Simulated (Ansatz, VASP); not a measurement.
# Cr in VASP and in Ansatz

```
CELL_PARAMETERS angstrom
-1.39425 1.39425 1.39425
1.39425 -1.39425 1.39425
1.39425 1.39425 -1.39425
ATOMIC_POSITIONS crystal
Cr 0.00000 0.00000 0.00000
```

Alike in both runs: task single point; functional LDA; k mesh 10 × 10 × 10; occupations fermi-dirac, width 0.1 eV; no spin polarisation.

```csv
,VASP,Ansatz
version,VASP 6.6.1,Ansatz 0.2.0
potentials or method,"VASP PAW LDA potentials, release 64 (Cr_pv), cutoff 500 eV","plane waves (420 eV) with PAW, scalar-relativistic"
valence electrons in the cell,12,14
```

|  | VASP | Ansatz | Ansatz less VASP |
| --- | --- | --- | --- |
| pressure (GPa) | 0.4 | 0.4 | +0.02 |

Ansatz warns that its potentials were made for another functional, while VASP's fit it. LDA's correlation is that of Perdew and Zunger in VASP and of Perdew and Wang (1992) in Ansatz. VASP's potentials hold 12 valence electrons a cell and Ansatz's 14, so a difference there can come from the potentials and not from the codes.
